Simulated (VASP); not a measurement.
# Ge (I4_1/amd) in VASP: notebook

The runs below take Ge through single point, with r2SCAN.

All numbers are computed with VASP 6.6.1; they aren't measurements. Logs are shortened: lines on timing, memory, paths and dates and some standing lists are left out, and cuts for length are marked.

### 1 The cell of the first run

It takes space group I4_1/amd (No. 141, tetragonal). The conventional cell has a = 4.201 Å, b = 4.201 Å, c = 5.375 Å, α = 90.00°, β = 90.00°, γ = 90.00°. Ge (site symmetry -4m2) has 4 Ge at 2.49 Å within 3.3 Å.

### 2 Single point, r2SCAN (strain +0.050 along x and y, -0.050 along z)

The input, POSCAR:

```
Ge
1.0
    0.0000000000      2.9702085000      2.6873315000
    2.9702085000      0.0000000000      2.6873315000
    2.9702085000      2.9702085000      0.0000000000
Ge
2
Direct
    0.5000000000      0.5000000000      0.5000000000
    0.7500000000      0.7500000000      0.7500000000
```

The input, INCAR.step1:

```
  ALGO = Normal
  EDIFF = 1E-4
  ENCUT = 520
  GGA = PE
  ISMEAR = 0
  LASPH = True
  LCHARG = False
  LREAL = False
  LWAVE = True
  NBANDS = 21
  NELM = 80
  PREC = Accurate
  SIGMA = 0.05
```

The input, INCAR.step2:

```
  ALGO = Normal
  EDIFF = 1E-7
  ENCUT = 520
  ISIF = 2
  ISMEAR = 0
  ISTART = 1
  LASPH = True
  LCHARG = False
  LMIXTAU = True
  LREAL = False
  LWAVE = False
  METAGGA = R2SCAN
  NBANDS = 21
  NELM = 80
  PREC = Accurate
  SIGMA = 0.05
```

The input, KPOINTS:

```
k-points
0
Gamma
  10 10 10
```

Potentials or basis: VASP PAW PBE potentials, release 64 (Ge_d).

Command:

```console
$ cat potpaw_PBE.64/Ge_d/POTCAR > POTCAR
$ cp INCAR.step1 INCAR
$ mpirun -np 1 vasp_std > vasp.out
$ cp INCAR.step2 INCAR
$ mpirun -np 1 vasp_std > vasp.out
```

OUTCAR:

```text
EDIFF = 1E-7
   ENCUT = 520
   ISIF = 2
   ISMEAR = 0
   ISTART = 1
   LASPH = True
   LREAL = False
   METAGGA = R2SCAN
   NELM = 80
   PREC = Accurate

 ion  position               nearest neighbor table
   1  0.500  0.500  0.500-   2 2.49   2 2.49   2 2.49   2 2.49
   2  0.750  0.750  0.750-   1 2.49   1 2.49   1 2.49   1 2.49

  LATTYP: Found a body centered tetragonal cell.
 ALAT       =     4.2005091438
 C/A-ratio  =     1.2795265564

  Lattice vectors:

 A1 = (   0.0000000000,  -2.9702085000,  -2.6873315000)
 A2 = (   0.0000000000,   2.9702085000,  -2.6873315000)
 A3 = (   2.9702085000,   0.0000000000,   2.6873315000)

Analysis of symmetry for initial positions (statically):
=====================================================================
 Subroutine PRICEL returns:
 Original cell was already a primitive cell.

 Routine SETGRP: Setting up the symmetry group for a
 body centered tetragonal supercell.

 Subroutine GETGRP returns: Found 16 space group operations
 (whereof  8 operations were pure point group operations)
 out of a pool of 16 trial point group operations.

The static configuration has the point symmetry D_2d.
 The point group associated with its full space group is D_4h.

Analysis of symmetry for dynamics (positions and initial velocities):
=====================================================================
 Subroutine PRICEL returns:
 Original cell was already a primitive cell.

 Routine SETGRP: Setting up the symmetry group for a
 body centered tetragonal supercell.

 Subroutine GETGRP returns: Found 16 space group operations
 (whereof  8 operations were pure point group operations)
 out of a pool of 16 trial point group operations.

The dynamic configuration has the point symmetry D_2d.
 The point group associated with its full space group is D_4h.

 Subroutine INISYM returns: Found 16 space group operations
 (whereof  8 operations are pure point group operations),
 and found     1 'primitive' translations

----------------------------------------------------------------------------------------

                                     Primitive cell

  volume of cell :      47.4160

  direct lattice vectors                    reciprocal lattice vectors
     0.000000000  2.970208500  2.687331500    -0.168338351  0.168338351  0.186058177
     2.970208500  0.000000000  2.687331500     0.168338351 -0.168338351  0.186058177
     2.970208500  2.970208500  0.000000000     0.168338351  0.168338351 -0.186058177

  length of vectors
     4.005482383  4.005482383  4.200509144     0.302147722  0.302147722  0.302147722

  position of ions in fractional coordinates (direct lattice)
     0.500000000  0.500000000  0.500000000
     0.750000000  0.750000000  0.750000000

  ion indices of the primitive-cell ions
   primitive index   ion index
                 1           1
                 2           2

----------------------------------------------------------------------------------------

 KPOINTS: k-points

Automatic generation of k-mesh.
 Grid dimensions read from file:
 generate k-points for:   10   10   10

 Generating k-lattice:

  Cartesian coordinates                     Fractional coordinates (reciprocal lattice)
    -0.016833835  0.016833835  0.018605818     0.100000000 -0.000000000  0.000000000
     0.016833835 -0.016833835  0.018605818    -0.000000000  0.100000000  0.000000000
     0.016833835  0.016833835 -0.018605818     0.000000000  0.000000000  0.100000000

  Length of vectors
     0.030214772  0.030214772  0.030214772

  Shift w.r.t. Gamma in fractional coordinates (k-lattice)
     0.000000000  0.000000000  0.000000000

 Subroutine IBZKPT returns following result:
 ===========================================

 Found    102 irreducible k-points:

 Following reciprocal coordinates:
            Coordinates               Weight
  0.000000  0.000000  0.000000      1.000000
  0.100000 -0.000000  0.000000      8.000000
  0.200000 -0.000000  0.000000      8.000000
  0.300000  0.000000  0.000000      8.000000
  0.400000  0.000000  0.000000      8.000000
  0.500000  0.000000  0.000000      4.000000
[... 16 lines left out ...]
  0.300000  0.300000  0.000000      2.000000
  0.400000  0.300000  0.000000      8.000000
 [... further k-points ...]
   k-points           NKPTS =    102   k-points in BZ     NKDIM =    102   number of bands    NBANDS=     21
   number of dos      NEDOS =    301   number of ions     NIONS =      2
   total plane-waves  NPLWV =  28800
   dimension x,y,z NGX =    30 NGY =   30 NGZ =   32
   dimension x,y,z NGXF=    60 NGYF=   60 NGZF=   64
   ions per type =               2
   NGX,Y,Z   is equivalent  to a cutoff of  12.45, 12.45, 12.66 a.u.
   NGXF,Y,Z  is equivalent  to a cutoff of  24.90, 24.90, 25.33 a.u.
 SYSTEM =  unknown system
   PREC   = accura    normal or accurate (medium, high low for compatibility)
   ISTART =      1    job   : 0-new  1-cont  2-samecut
   ICHARG =      0    charge: 1-file 2-atom 10-const
[... 39 lines left out ...]
  energy-cutoff  :      520.00
  volume of cell :       47.42
 maximum number of plane-waves:      1302
 NGX is ok and might be reduce to    30
   NGX = 15   NGY = 15   NGZ = 15

 number of electron      28.0000002 magnetization

 Free energy of the ion-electron system (eV)
  ---------------------------------------------------
  ext. energy  EPLUGINS =         0.00000000
  ---------------------------------------------------
  free energy    TOTEN  =       -27.66123694 eV

  energy without entropy =      -27.66113451  energy(sigma->0) =      -27.66118572

 E-fermi :   4.4508     XC(G=0): -10.5887

 val. band max:        4.3914434525   @ k =   0.1000  -0.0000   0.0000
 cond. band min:       4.4976245185   @ k =   0.5000   0.0000   0.0000
 fundamental gap:      0.1061810660
 Fermi energy:         4.4508142967

 k-point     1 :       0.0000    0.0000    0.0000
  band No.  band energies     occupation
      1     -21.0857      2.00000
      2     -21.0624      2.00000
      3     -21.0624      2.00000
      4     -21.0386      2.00000
      5     -21.0308      2.00000
      6     -20.8600      2.00000
[... 13 lines left out ...]
     20      13.2439      0.00000
     21      14.7052      0.00000

 k-point     2 :       0.1000   -0.0000    0.0000
  band No.  band energies     occupation
      1     -21.0874      2.00000
      2     -21.0678      2.00000
      3     -21.0655      2.00000
      4     -21.0304      2.00000
      5     -21.0234      2.00000
      6     -20.8684      2.00000
[... 13 lines left out ...]
     20      12.8209      0.00000
     21      13.7471      0.00000

 k-point     3 :       0.2000   -0.0000    0.0000
  band No.  band energies     occupation
      1     -21.0931      2.00000
      2     -21.0747      2.00000
      3     -21.0665      2.00000
      4     -21.0163      2.00000
      5     -21.0103      2.00000
      6     -20.8806      2.00000
[... 13 lines left out ...]
     20      12.6776      0.00000
     21      13.6544      0.00000

 k-point     4 :       0.3000    0.0000    0.0000
  band No.  band energies     occupation
      1     -21.0994      2.00000
      2     -21.0784      2.00000
      3     -21.0637      2.00000
      4     -21.0045      2.00000
      5     -20.9997      2.00000
      6     -20.8901      2.00000
[... 13 lines left out ...]
     20      13.4537      0.00000
     21      13.9188      0.00000

 k-point     5 :       0.4000    0.0000    0.0000
  band No.  band energies     occupation
      1     -21.1035      2.00000
      2     -21.0794      2.00000
      3     -21.0606      2.00000
      4     -20.9980      2.00000
      5     -20.9938      2.00000
      6     -20.8954      2.00000
[... 13 lines left out ...]
     20      14.8121      0.00000
     21      15.0052      0.00000
[... 382 lines left out ...]
     20      13.2331      0.00000
     21      16.1236      0.00000

 k-point    22 :      -0.2000    0.2000    0.0000
  band No.  band energies     occupation
      1     -21.1099      2.00000
      2     -21.0867      2.00000
      3     -21.0564      2.00000
      4     -20.9959      2.00000
      5     -20.9837      2.00000
      6     -20.8988      2.00000
[... 13 lines left out ...]
     20      14.4370      0.00000
     21      14.5193      0.00000

 k-point    23 :       0.3000    0.3000    0.0000
  band No.  band energies     occupation
      1     -21.0776      2.00000
      2     -21.0775      2.00000
      3     -21.0605      2.00000
      4     -20.9903      2.00000
      5     -20.9726      2.00000
      6     -20.9247      2.00000
[... 13 lines left out ...]
     20      15.0452      0.00000
     21      16.7944      0.00000

 k-point    24 :       0.4000    0.3000    0.0000
  band No.  band energies     occupation
      1     -21.0895      2.00000
      2     -21.0808      2.00000
      3     -21.0406      2.00000
      4     -20.9751      2.00000
      5     -20.9596      2.00000
      6     -20.9395      2.00000
[... 13 lines left out ...]
     20      16.1431      0.00000
     21      17.0946      0.00000

 [... further k-points ...]

------------------------ aborting loop because EDIFF is reached ----------------------------------------

  FORCE on cell =-STRESS in cart. coord.  units (eV):
  Direction    XX          YY          ZZ          XY          YZ          ZX
  --------------------------------------------------------------------------------------
  -------------------------------------------------------------------------------------
  Total       -1.3586628     -1.3586628      0.5877674      0.0000000      0.0000000      0.0000000
  in kB      -45.9089284    -45.9089284     19.8605351      0.0000000      0.0000000      0.0000000
  external PRESSURE =     -23.9857739 kB  Pullay stress =       0.0000000 kB

 VOLUME and BASIS-vectors are now :
 -----------------------------------------------------------------------------
  energy-cutoff  :      520.00
  volume of cell :       47.42
      direct lattice vectors                 reciprocal lattice vectors
     0.000000000  2.970208500  2.687331500    -0.168338351  0.168338351  0.186058177
     2.970208500  0.000000000  2.687331500     0.168338351 -0.168338351  0.186058177
     2.970208500  2.970208500  0.000000000     0.168338351  0.168338351 -0.186058177

 POSITION                                       TOTAL-FORCE (eV/Angst)
 -----------------------------------------------------------------------------------
      2.97021      2.97021      2.68733        -0.000000     -0.000000     -0.000000
      4.45531      4.45531      4.03100         0.000000      0.000000      0.000000
 -----------------------------------------------------------------------------------
    total drift:                                0.000000     -0.000000     -0.000000

  FREE ENERGIE OF THE ION-ELECTRON SYSTEM (eV)
  ---------------------------------------------------
  free  energy   TOTEN  =       -27.6612369361 eV

  energy  without entropy=      -27.6611345077  energy(sigma->0) =      -27.66118572
```

Wall time 3.4 min (1 thread of AMD EPYC 9R45 (Zen 5), shared host); peak memory 0.19 GiB.

What came out:

```
Free energy            : -27.6612 eV
Pressure               : -2.4 GPa
Band gap on the k mesh : 0.11 eV (least direct gap 0.60 eV)
```

Levels at points of the mesh, in eV from the valence-band top:
| k point | band 10 | band 11 | band 12 | band 13 | band 14 | band 15 | band 16 | band 17 | band 18 | band 19 |
| --- | --- | --- | --- | --- | --- | --- | --- | --- | --- | --- |
| (0.00, 0.00, 0.00) | -25.21 | -12.96 | -0.26 | -0.26 | -0.15 | 0.45 | 2.35 | 2.90 | 2.90 | 6.94 |
| (0.50, 0.00, 0.00) | -25.19 | -10.87 | -7.67 | -1.84 | -1.02 | 0.11 | 3.67 | 4.39 | 7.71 | 10.32 |
| (0.50, 0.50, 0.00) | -25.21 | -8.75 | -8.75 | -3.51 | -3.51 | 0.49 | 0.49 | 9.71 | 9.71 | 11.97 |
| (0.50, 0.00, 0.50) | -25.18 | -9.21 | -9.21 | -2.82 | -2.82 | 1.29 | 1.29 | 9.16 | 9.16 | 11.13 |

Caveat: the cell differs from its parent crystal (strain +0.050 along x and y, -0.050 along z); the stress differs along the axes, from -5 to 2 GPa; the PAW data sets were made with another functional, which shifts forces and pressure a little. A k mesh can miss the band edges.

### 3 Single point, r2SCAN (strain +0.050 along x and y, -0.025 along z)

The input, POSCAR:

```
Ge
1.0
    0.0000000000      2.9702085000      2.7580507500
    2.9702085000      0.0000000000      2.7580507500
    2.9702085000      2.9702085000      0.0000000000
Ge
2
Direct
    0.5000000000      0.5000000000      0.5000000000
    0.7500000000      0.7500000000      0.7500000000
```

The input, INCAR.step1:

```
PREC     = Accurate       # precision mode
ENCUT    = 520            # plane-wave cutoff, eV
ISMEAR   = 0              # smearing method
SIGMA    = 0.05           # smearing width, eV
LREAL    = False          # projectors in reciprocal space
LASPH    = True           # aspherical terms in the spheres
NELM     = 60             # most SCF steps
NBANDS   = 21             # bands
GGA      = PE             # functional
ALGO     = Normal         # electronic algorithm
EDIFF    = 1E-4           # SCF threshold, eV
LWAVE    = True           # write WAVECAR
LCHARG   = False          # write CHGCAR
```

The input, INCAR.step2:

```
PREC     = Accurate       # precision mode
ENCUT    = 520            # plane-wave cutoff, eV
EDIFF    = 1E-6           # SCF threshold, eV
ISMEAR   = 0              # smearing method
SIGMA    = 0.05           # smearing width, eV
LREAL    = False          # projectors in reciprocal space
LASPH    = True           # aspherical terms in the spheres
NELM     = 60             # most SCF steps
ALGO     = Normal         # electronic algorithm
ISIF     = 2              # what is computed and relaxed
LWAVE    = False          # write WAVECAR
LCHARG   = False          # write CHGCAR
METAGGA  = R2SCAN         # meta-GGA
LMIXTAU  = True         
NBANDS   = 21             # bands
ISTART   = 1
```

The input, KPOINTS:

```
Automatic mesh
0
Gamma
  10 10 10
```

Potentials or basis: VASP PAW PBE potentials, release 64 (Ge_d).

Command:

```console
$ cat potpaw_PBE.64/Ge_d/POTCAR > POTCAR
$ cp INCAR.step1 INCAR
$ mpirun -np 1 vasp_std > vasp.out
$ cp INCAR.step2 INCAR
$ mpirun -np 1 vasp_std > vasp.out
```

Run time: 2.7 min. Hardware: 1 thread of AMD EPYC 9R45 (Zen 5), shared host; peak memory 0.19 GiB.

The run converged. Its results:

```yaml
Free_energy: -27.6675 eV
Pressure: -3.8 GPa
Band_gap_on_the_k_mesh: 0.16 eV (least direct gap 0.53 eV)
```

Stress tensor (GPa, compression positive):
```
-5.46  0.00  0.00
 0.00 -5.46  0.00
 0.00  0.00 -0.43
```

Levels at points of the mesh, in eV from the valence-band top:
```
           k point  band 12  band 13  band 14  band 15  band 16  band 17
(0.00, 0.00, 0.00)    -0.29    -0.15    -0.15     0.39     2.47     2.87
(0.50, 0.00, 0.00)    -7.51    -1.64    -1.03     0.16     3.79     4.27
(0.50, 0.50, 0.00)    -8.69    -3.25    -3.25     0.71     0.71     9.56
(0.50, 0.00, 0.50)    -9.02    -2.75    -2.75     1.29     1.29     9.22
```

Caveat: the cell differs from its parent crystal (strain +0.050 along x and y, -0.025 along z); the stress differs along the axes, from -5 to -0 GPa; the PAW data sets were made with another functional, which shifts forces and pressure a little.

### 4 Single point, r2SCAN (strain +0.050 along x and y, +0.000 along z)

The input, POSCAR:

```
Ge
1.0
    0.0000000000      2.9702085000      2.8287700000
    2.9702085000      0.0000000000      2.8287700000
    2.9702085000      2.9702085000      0.0000000000
Ge
2
Direct
    0.5000000000      0.5000000000      0.5000000000
    0.7500000000      0.7500000000      0.7500000000
```

The input, INCAR.step1:

```
PREC     = Accurate       # precision mode
ENCUT    = 520            # plane-wave cutoff, eV
ISMEAR   = 0              # smearing method
SIGMA    = 0.05           # smearing width, eV
LREAL    = F              # projectors in reciprocal space
LASPH    = T              # aspherical terms in the spheres
NELM     = 100            # most SCF steps
NBANDS   = 21             # bands
GGA      = PE             # functional
ALGO     = Normal         # electronic algorithm
EDIFF    = 1E-4           # SCF threshold, eV
LWAVE    = T              # write WAVECAR
LCHARG   = F              # write CHGCAR
```

The input, INCAR.step2:

```
PREC     = Accurate       # precision mode
ENCUT    = 520            # plane-wave cutoff, eV
EDIFF    = 1E-6           # SCF threshold, eV
ISMEAR   = 0              # smearing method
SIGMA    = 0.05           # smearing width, eV
LREAL    = F              # projectors in reciprocal space
LASPH    = T              # aspherical terms in the spheres
NELM     = 100            # most SCF steps
ALGO     = Normal         # electronic algorithm
ISIF     = 2              # what is computed and relaxed
LWAVE    = F              # write WAVECAR
LCHARG   = F              # write CHGCAR
METAGGA  = R2SCAN         # meta-GGA
LMIXTAU  = T            
NBANDS   = 21             # bands
ISTART   = 1
```

The input, KPOINTS:

```
regular mesh
0
Gamma
  10 10 10
```

Command:

```console
$ cat potpaw_PBE.64/Ge_d/POTCAR > POTCAR
$ cp INCAR.step1 INCAR
$ mpirun -np 1 vasp_std > vasp.out
$ cp INCAR.step2 INCAR
$ mpirun -np 1 vasp_std > vasp.out
```

It took 3 min on 1 thread of AMD EPYC 9R45 (Zen 5), shared host; peak memory 0.21 GiB.

The run converged. Its results:

```
Free energy            : -27.6553 eV
Pressure               : -5.0 GPa
Band gap on the k mesh : 0.19 eV (least direct gap 0.35 eV)
```

Stress tensor (GPa, compression positive):
```
-6.13  0.00  0.00
 0.00 -6.13  0.00
 0.00  0.00 -2.78
```

Levels at points of the mesh, in eV from the valence-band top:
| k point | band 10 | band 11 | band 12 | band 13 | band 14 | band 15 | band 16 | band 17 | band 18 | band 19 |
| --- | --- | --- | --- | --- | --- | --- | --- | --- | --- | --- |
| (0.00, 0.00, 0.00) | -25.07 | -12.48 | -0.44 | -0.03 | -0.03 | 0.32 | 2.59 | 2.86 | 2.86 | 6.87 |
| (0.50, 0.00, 0.00) | -25.05 | -10.52 | -7.35 | -1.44 | -1.04 | 0.19 | 3.90 | 4.18 | 7.66 | 10.49 |
| (0.50, 0.50, 0.00) | -25.06 | -8.63 | -8.63 | -3.01 | -3.01 | 0.92 | 0.92 | 9.40 | 9.40 | 11.54 |
| (0.50, 0.00, 0.50) | -25.04 | -8.84 | -8.84 | -2.68 | -2.68 | 1.29 | 1.29 | 9.23 | 9.23 | 11.23 |

Caveat: the cell differs from its parent crystal (strain +0.050 along x and y, +0.000 along z); the cell stands under tension; the PAW data sets were made with another functional, which shifts forces and pressure a little. A k mesh can miss the band edges.

### 5 Summary

```tsv
cell	gap on the mesh (eV)	pressure (GPa)
a = 4.005, b = 4.005, c = 4.201 Å, angles 58.4, 58.4, 63.2°, 2 atoms	0.11	-2.4
a = 4.053, b = 4.053, c = 4.201 Å, angles 58.8, 58.8, 62.4°, 2 atoms	0.16	-3.8
a = 4.102, b = 4.102, c = 4.201 Å, angles 59.2, 59.2, 61.6°, 2 atoms	0.19	-5.0
```

Alike in all rows: task single point; level r2SCAN; potentials or basis VASP PAW PBE potentials, release 64 (Ge_d); no spin polarisation; k mesh 10 × 10 × 10; cutoff (eV) 520; smearing gaussian 0.05 eV.

Caveats: the PAW data sets were made with another functional, which shifts forces and pressure a little; the stress differs along the axes, from -5 to 2 GPa (at least some runs); the stress differs along the axes, from -5 to -0 GPa (at least some runs); the cell stands under tension (at least some runs).

Total energies depend on the potentials used, so only differences within one code and one set of settings carry meaning.
